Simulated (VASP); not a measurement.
# W (Pbcm) in VASP: notebook

The runs below take W through single point, with PBEsol.

All numbers are computed with VASP 6.6.1; they aren't measurements. Logs are shortened: lines on timing, memory, paths and dates and some standing lists are left out, and cuts for length are marked.

**1. The cell of the first run**

Symmetry: Pbcm, No. 57, orthorhombic system. Conventional cell: a = 2.713 Å, b = 4.696 Å, c = 4.754 Å, α = 90.00°, β = 90.00°, γ = 90.00°. Within 3.4 Å of W (site symmetry m) lie 12 W at 2.60 to 2.95 Å.

**2. Single point, PBEsol**

INCAR reads:

```
PREC = Accurate
ENCUT = 520
EDIFF = 1E-7
ISMEAR = 0
SIGMA = 0.1
LREAL = F
LASPH = T
NELM = 100
ALGO = Normal
ISIF = 2
LWAVE = F
LCHARG = F
GGA = PS
NBANDS = 36
```

KPOINTS reads:

```
Automatic mesh
0
Gamma
  8 5 5
```

POSCAR reads:

```
W
1.0
    2.7126988353      0.0000000000      0.0000000000
    0.0000000000      4.6960148531      0.0000000000
    0.0000000000      0.0000000000      4.7537752555
W
4
Direct
    0.7931720000      0.5631570000      0.2500000000
    0.2068280000      0.0631570000      0.2500000000
    0.2068280000      0.4368430000      0.7500000000
    0.7931720000      0.9368430000      0.7500000000
```

Potentials or basis: VASP PAW PBE potentials, release 64 (W_sv).

Command:

```bash
> cat potpaw_PBE.64/W_sv/POTCAR > POTCAR
> mpirun -np 1 vasp_std > vasp.out
```

OUTCAR:

```text
PREC = Accurate
   ENCUT = 520
   EDIFF = 1E-7
   ISMEAR = 0
   LREAL = F
   LASPH = T
   NELM = 100
   ISIF = 2
   GGA = PS

 ion  position               nearest neighbor table
   1  0.793  0.563  0.250-   2 2.60   2 2.60   3 2.69   3 2.69   2 2.84   2 2.84   3 2.92   3 2.92
                             4 2.95   4 2.95
   2  0.207  0.063  0.250-   1 2.60   1 2.60   4 2.69   4 2.69   1 2.84   1 2.84   4 2.92   4 2.92
                             3 2.95   3 2.95
   3  0.207  0.437  0.750-   4 2.60   4 2.60   1 2.69   1 2.69   4 2.84   4 2.84   1 2.92   1 2.92
                             2 2.95   2 2.95
   4  0.793  0.937  0.750-   3 2.60   3 2.60   2 2.69   2 2.69   3 2.84   3 2.84   2 2.92   2 2.92
                             1 2.95   1 2.95

  LATTYP: Found a simple orthorhombic cell.
 ALAT       =     2.7126988353
 B/A-ratio  =     1.7311228184
 C/A-ratio  =     1.7524154151

  Lattice vectors:

 A1 = (   2.7126988353,   0.0000000000,   0.0000000000)
 A2 = (   0.0000000000,   4.6960148531,   0.0000000000)
 A3 = (   0.0000000000,   0.0000000000,   4.7537752555)

Analysis of symmetry for initial positions (statically):
=====================================================================
 Subroutine PRICEL returns:
 Original cell was already a primitive cell.

 Routine SETGRP: Setting up the symmetry group for a
 simple orthorhombic supercell.

 Subroutine GETGRP returns: Found  8 space group operations
 (whereof  2 operations were pure point group operations)
 out of a pool of  8 trial point group operations.

The static configuration has the point symmetry S_2 .
 The point group associated with its full space group is D_2h.

Analysis of symmetry for dynamics (positions and initial velocities):
=====================================================================
 Subroutine PRICEL returns:
 Original cell was already a primitive cell.

 Routine SETGRP: Setting up the symmetry group for a
 simple orthorhombic supercell.

 Subroutine GETGRP returns: Found  8 space group operations
 (whereof  2 operations were pure point group operations)
 out of a pool of  8 trial point group operations.

The dynamic configuration has the point symmetry S_2 .
 The point group associated with its full space group is D_2h.

 Subroutine INISYM returns: Found  8 space group operations
 (whereof  2 operations are pure point group operations),
 and found     1 'primitive' translations

----------------------------------------------------------------------------------------

                                     Primitive cell

  volume of cell :      60.5577

  direct lattice vectors                    reciprocal lattice vectors
     2.712698835  0.000000000  0.000000000     0.368636572  0.000000000  0.000000000
     0.000000000  4.696014853  0.000000000     0.000000000  0.212946516  0.000000000
     0.000000000  0.000000000  4.753775255     0.000000000  0.000000000  0.210359124

  length of vectors
     2.712698835  4.696014853  4.753775255     0.368636572  0.212946516  0.210359124

  position of ions in fractional coordinates (direct lattice)
     0.793172000  0.563157000  0.250000000
     0.206828000  0.063157000  0.250000000
     0.206828000  0.436843000  0.750000000
     0.793172000  0.936843000  0.750000000

  ion indices of the primitive-cell ions
   primitive index   ion index
                 1           1
                 2           2
                 3           3
                 4           4

----------------------------------------------------------------------------------------

 KPOINTS: Automatic mesh

Automatic generation of k-mesh.
 Grid dimensions read from file:
 generate k-points for:    8    5    5

 Generating k-lattice:

  Cartesian coordinates                     Fractional coordinates (reciprocal lattice)
     0.046079572  0.000000000  0.000000000     0.125000000  0.000000000  0.000000000
     0.000000000  0.042589303  0.000000000     0.000000000  0.200000000  0.000000000
     0.000000000  0.000000000  0.042071825     0.000000000  0.000000000  0.200000000

  Length of vectors
     0.046079572  0.042589303  0.042071825

  Shift w.r.t. Gamma in fractional coordinates (k-lattice)
     0.000000000  0.000000000  0.000000000

 Subroutine IBZKPT returns following result:
 ===========================================

 Found     45 irreducible k-points:

 Following reciprocal coordinates:
            Coordinates               Weight
  0.000000  0.000000  0.000000      1.000000
  0.125000  0.000000  0.000000      2.000000
  0.250000  0.000000  0.000000      2.000000
  0.375000  0.000000  0.000000      2.000000
  0.500000  0.000000  0.000000      1.000000
  0.000000  0.200000  0.000000      2.000000
[... 16 lines left out ...]
  0.250000  0.200000  0.200000      8.000000
  0.375000  0.200000  0.200000      8.000000
 [... further k-points ...]
   k-points           NKPTS =     45   k-points in BZ     NKDIM =     45   number of bands    NBANDS=     36
   number of dos      NEDOS =    301   number of ions     NIONS =      4
   total plane-waves  NPLWV =  25920
   dimension x,y,z NGX =    20 NGY =   36 NGZ =   36
   dimension x,y,z NGXF=    40 NGYF=   72 NGZF=   72
   ions per type =               4
   NGX,Y,Z   is equivalent  to a cutoff of  12.26, 12.74, 12.59 a.u.
   NGXF,Y,Z  is equivalent  to a cutoff of  24.51, 25.49, 25.18 a.u.
 SYSTEM =  unknown system
   PREC   = accura    normal or accurate (medium, high low for compatibility)
   ISTART =      0    job   : 0-new  1-cont  2-samecut
   ICHARG =      2    charge: 1-file 2-atom 10-const
   ISPIN  =      1    spin polarized calculation?
   LNONCOLLINEAR =      F non collinear calculations
   LSORBIT =      F    spin-orbit coupling
   LASPH  =      T    aspherical Exc in radial PAW
   ENCUT  =  520.0 eV  38.22 Ry    6.18 a.u.   5.04  8.73  8.84*2*pi/ulx,y,z
   NELM   =    100;   NELMIN=  2; NELMDL= -5     # of ELM steps
   EDIFF  = 0.1E-06   stopping-criterion for ELM
   LREAL  =      F    real-space projection
   EDIFFG = 0.1E-05   stopping-criterion for IOM
   NSW    =      0    number of steps for IOM
   IBRION =     -1    ionic relax: 0-MD 1-quasi-New 2-CG
   NFREE  =      0    steps in history (QN), initial steepest desc. (CG)
   ISIF   =      2    stress and relaxation
   ISYM   =      2    0-nonsym 1-usesym 2-fastsym
   POTIM  = 0.5000    time-step for ionic-motion
   TEBEG  =    0.0;   TEEND  =   0.0 temperature during run
   PSTRESS=    0.0 pullay stress
   NELECT =      56.0000    total number of electrons
   NUPDOWN=      -1.0000    fix difference up-down
   EMIN   =  10.00;   EMAX   =-10.00  energy-range for DOS
   EFERMI =   0.00;   METHOD = LEGACY
   ISMEAR =     0;   SIGMA  =   0.10  broadening in eV -4-tet -1-fermi 0-gaus
   EFERMI_NEDOS =   21; number of points for ismear=-14 and -15
   IALGO  =     38    algorithm
   IMIX   =      4    mixing-type and parameters
     AMIX     =   0.40;   BMIX     =  1.00
     AMIX_MAG =   1.60;   BMIX_MAG =  1.00
  volume/ion in A,a.u.               =      15.14       102.17
  Fermi-wavevector in a.u.,A,eV,Ry     =   1.594952  3.014022 34.611477  2.543872
  Thomas-Fermi vector in A             =   2.692946
   LORBIT       =      0    0 simple, 1 ext, 2 COOP (PROOUT), +10 PAW based schemes
   GGA     = PS    functional components
   LHFCALC =     F    Hartree Fock is set to
   AEXX    =    0.0000 exact exchange contribution
   IVDW    =     0    specifies the selected vdW correction
   LEPSILON=     F    determine dielectric tensor
   LRPA    =     F    only Hartree local field effects (RPA)
 non-spin polarized calculation
 Gauss-broadening in eV      SIGMA  =   0.10
  energy-cutoff  :      520.00
  volume of cell :       60.56
 maximum number of plane-waves:      1646
   NGX = 11   NGY = 17   NGZ = 17

 number of electron      55.9999991 magnetization

 Free energy of the ion-electron system (eV)
  ---------------------------------------------------
  ext. energy  EPLUGINS =         0.00000000
  ---------------------------------------------------
  free energy    TOTEN  =       -52.86762007 eV

  energy without entropy =      -52.85010868  energy(sigma->0) =      -52.85886438

 E-fermi :  11.6489     XC(G=0): -13.9928

 val. band max:       11.6386992491   @ k =   0.0000   0.2000   0.0000
 cond. band min:      11.6493889945   @ k =   0.3750   0.0000   0.0000
 fundamental gap:      0.0106897454
 Fermi energy:        11.6488723540

 k-point     1 :       0.0000    0.0000    0.0000
  band No.  band energies     occupation
      1     -62.0266      2.00000
      2     -61.9022      2.00000
      3     -61.8517      2.00000
      4     -61.7748      2.00000
      5     -27.1062      2.00000
      6     -27.0211      2.00000
[... 28 lines left out ...]
     35      16.2865      0.00000
     36      16.8009      0.00000

 k-point     2 :       0.1250    0.0000    0.0000
  band No.  band energies     occupation
      1     -62.0095      2.00000
      2     -61.8910      2.00000
      3     -61.8433      2.00000
      4     -61.7721      2.00000
      5     -27.0460      2.00000
      6     -26.9668      2.00000
[... 28 lines left out ...]
     35      15.5897      0.00000
     36      16.1570      0.00000

 k-point     3 :       0.2500    0.0000    0.0000
  band No.  band energies     occupation
      1     -61.9657      2.00000
      2     -61.8632      2.00000
      3     -61.8230      2.00000
      4     -61.7677      2.00000
      5     -26.8858      2.00000
      6     -26.8211      2.00000
[... 28 lines left out ...]
     35      15.1470      0.00000
     36      15.9343      0.00000

 k-point     4 :       0.3750    0.0000    0.0000
  band No.  band energies     occupation
      1     -61.9163      2.00000
      2     -61.8343      2.00000
      3     -61.8036      2.00000
      4     -61.7688      2.00000
      5     -26.7170      2.00000
      6     -26.6399      2.00000
[... 28 lines left out ...]
     35      15.5056      0.00000
     36      15.9075      0.00000

 k-point     5 :       0.5000    0.0000    0.0000
  band No.  band energies     occupation
      1     -61.8926      2.00000
      2     -61.8218      2.00000
      3     -61.7961      2.00000
      4     -61.7723      2.00000
      5     -26.7282      2.00000
      6     -26.6591      2.00000
[... 655 lines left out ...]
 k-point    22 :       0.1250    0.2000    0.2000
  band No.  band energies     occupation
      1     -61.9833      2.00000
      2     -61.8904      2.00000
      3     -61.8526      2.00000
      4     -61.7903      2.00000
      5     -26.9407      2.00000
      6     -26.8231      2.00000
[... 28 lines left out ...]
     35      15.1204      0.00000
     36      16.2152      0.00000

 k-point    23 :       0.2500    0.2000    0.2000
  band No.  band energies     occupation
      1     -61.9432      2.00000
      2     -61.8632      2.00000
      3     -61.8316      2.00000
      4     -61.7820      2.00000
      5     -26.8359      2.00000
      6     -26.7453      2.00000
[... 28 lines left out ...]
     35      14.5281      0.00000
     36      16.2266      0.00000

 k-point    24 :       0.3750    0.2000    0.2000
  band No.  band energies     occupation
      1     -61.8987      2.00000
      2     -61.8350      2.00000
      3     -61.8116      2.00000
      4     -61.7779      2.00000
      5     -26.8678      2.00000
      6     -26.7831      2.00000
[... 28 lines left out ...]
     35      15.9768      0.00000
     36      16.5240      0.00000

 [... further k-points ...]

------------------------ aborting loop because EDIFF is reached ----------------------------------------

  FORCE on cell =-STRESS in cart. coord.  units (eV):
  Direction    XX          YY          ZZ          XY          YZ          ZX
  --------------------------------------------------------------------------------------
  -------------------------------------------------------------------------------------
  Total        9.1801135      9.3300484      7.8895905      0.0000000      0.0000000      0.0000000
  in kB      242.8784299    246.8452591    208.7350382      0.0000000      0.0000000      0.0000000
  external PRESSURE =     232.8195757 kB  Pullay stress =       0.0000000 kB

 VOLUME and BASIS-vectors are now :
 -----------------------------------------------------------------------------
  energy-cutoff  :      520.00
  volume of cell :       60.56
      direct lattice vectors                 reciprocal lattice vectors
     2.712698835  0.000000000  0.000000000     0.368636572  0.000000000  0.000000000
     0.000000000  4.696014853  0.000000000     0.000000000  0.212946516  0.000000000
     0.000000000  0.000000000  4.753775255     0.000000000  0.000000000  0.210359124

 POSITION                                       TOTAL-FORCE (eV/Angst)
 -----------------------------------------------------------------------------------
      2.15164      2.64459      1.18844        -0.491265     -0.014397      0.000000
      0.56106      0.29659      1.18844         0.491265     -0.014397     -0.000000
      0.56106      2.05142      3.56533         0.491265      0.014397     -0.000000
      2.15164      4.39943      3.56533        -0.491265      0.014397      0.000000
 -----------------------------------------------------------------------------------
    total drift:                               -0.000000      0.000000     -0.000000

  FREE ENERGIE OF THE ION-ELECTRON SYSTEM (eV)
  ---------------------------------------------------
  free  energy   TOTEN  =       -52.8676200728 eV

  energy  without entropy=      -52.8501086807  energy(sigma->0) =      -52.85886438
```

It took 45 s on 1 thread of AMD EPYC 9R45 (Zen 5), shared host; peak memory 0.18 GiB.

What came out:

```
Free energy            : -52.8676 eV
Pressure               : 23.3 GPa
Largest force          : 0.491 eV/Å
Band gap on the k mesh : zero (band 28 reaches 12.79 eV, above the bottom of band 29 at 11.18 eV)
```

Forces on the atoms (eV/Å):
```
W   -0.491 -0.014  0.000
W    0.491 -0.014  0.000
W    0.491  0.014  0.000
W   -0.491  0.014  0.000
```

Stress tensor (GPa, compression positive):
```
24.29  0.00  0.00
 0.00 24.68  0.00
 0.00  0.00 20.87
```

Caveat: the PAW data sets were made with another functional, which shifts forces and pressure a little; spin-orbit coupling is left out, which moves the levels of the heavy elements.

(Part 1 of 2 ends here.)
